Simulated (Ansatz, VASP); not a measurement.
# ZnCuAgSnS4 in VASP and in Ansatz

Contents of INCAR:

```
SYSTEM = ZnCuAgSnS4
  PREC = Accurate
  ENCUT = 520
  EDIFF = 1E-6
  ISMEAR = 0
  SIGMA = 0.01
  LREAL = Auto
  LASPH = .True.
  NELM = 60
  ALGO = Normal
  ISIF = 2
  LWAVE = .False.
  LCHARG = .False.
  GGA = PS
  NBANDS = 86
```

File KPOINTS:

```
regular mesh
0
Gamma
  2 2 2
  0 0 0
```

The input POSCAR:

```
ZnCuAgSnS4
1.0
    2.7704768378      2.7726633208     -5.4718957083
    2.7443792325      2.7425890078      5.4437689592
    5.5235014224     -5.5238963778      0.0019928034
Zn Ag Cu Sn S
2 2 2 2 8
Direct
    0.0001579592      0.4995239207      0.2555376399
    0.4992640856     -0.0014150704      0.7430626517
    0.0123683636      0.0146946408      0.0085402381
    0.0109977616      0.5130716467      0.7438165289
    0.4926542942      0.4927527849      0.4919029955
    0.4917095599     -0.0075946643      0.2567616756
    0.5024680266      0.4991201446      0.0046206671
   -0.0040199612     -0.0011520327      0.4960195392
    0.3679190109      0.6302984931      0.2621074255
    0.8623364215      0.1198417246      0.7475551649
    0.3977464184      0.1120616187      1.0038634841
    0.8530609409      0.6155586399      0.4867156935
    0.3966826982      0.6289531522      0.7363160902
    0.8513339621      0.1345546644      0.2554516929
    0.8819052768      0.6207926678      0.0126831049
    0.3834151816      0.1289376690      0.4950454080
```

Input for Ansatz:

```yaml
crystal:
  lattice:
    - [2.7704768378, 2.7726633208, -5.4718957083]
    - [2.7443792325, 2.7425890078, 5.4437689592]
    - [5.5235014224, -5.5238963778, 0.0019928034]
  atoms:
    - { symbol: Zn, position: [0.0001579592, 0.4995239207, 0.2555376399] }
    - { symbol: Zn, position: [0.4992640856, -0.0014150704, 0.7430626517] }
    - { symbol: Ag, position: [0.0123683636, 0.0146946408, 0.0085402381] }
    - { symbol: Cu, position: [0.4926542942, 0.4927527849, 0.4919029955] }
    - { symbol: Ag, position: [0.0109977616, 0.5130716467, 0.7438165289] }
    - { symbol: Cu, position: [0.4917095599, -0.0075946643, 0.2567616756] }
    - { symbol: Sn, position: [0.5024680266, 0.4991201446, 0.0046206671] }
    - { symbol: Sn, position: [-0.0040199612, -0.0011520327, 0.4960195392] }
    - { symbol: S, position: [0.3679190109, 0.6302984931, 0.2621074255] }
    - { symbol: S, position: [0.8623364215, 0.1198417246, 0.7475551649] }
    - { symbol: S, position: [0.3977464184, 0.1120616187, 1.0038634841] }
    - { symbol: S, position: [0.8530609409, 0.6155586399, 0.4867156935] }
    - { symbol: S, position: [0.3966826982, 0.6289531522, 0.7363160902] }
    - { symbol: S, position: [0.8513339621, 0.1345546644, 0.2554516929] }
    - { symbol: S, position: [0.8819052768, 0.6207926678, 0.0126831049] }
    - { symbol: S, position: [0.3834151816, 0.128937669, 0.495045408] }
basis:
  ecutwfc: 420
kpoints:
  mp_grid: { grid: [2, 2, 2] }
  band_path: { path: [[0.0, 0.0, 0.0], [0.05, 0.0, 0.0]], npoints: 1 }
hamiltonian:
  xc: pbesol
scf:
  occupations: { method: gaussian, width: 0.01 }
  n_extra_bands: 11
output:
  forces: true
  stress: true
  eigenvalues: true
```

Alike in both runs: task single point; functional PBEsol; k mesh 2 × 2 × 2; occupations gaussian, width 0.01 eV; no spin polarisation.

|  | VASP | Ansatz |
| --- | --- | --- |
| version | VASP 6.6.1 | Ansatz 0.2.0 |
| potentials or method | VASP PAW PBE potentials, release 64 (Zn, Ag, Cu, Sn_d, S), cutoff 520 eV | scalar-relativistic, plane waves, PAW |
| valence electrons in the cell | 144 | 176 |

Ansatz gave:

- gap on the k mesh at the Fermi level (eV): 0.13
- least direct gap on the mesh (eV): 0.13
- pressure (GPa): 0.0
- rms of the force components (eV/Å): 0.033

Problem. Which values does VASP return?

Solution. gap on the k mesh at the Fermi level (eV): 0.15; least direct gap on the mesh (eV): 0.15; pressure (GPa): 0.0; rms of the force components (eV/Å): 0.042.

VASP's potentials were made for PBE, not for PBEsol. VASP's potentials hold 144 valence electrons a cell and Ansatz's 176, so a difference there can come from the potentials and not from the codes.

The k mesh is coarse, so the values compare programs but aren't converged.
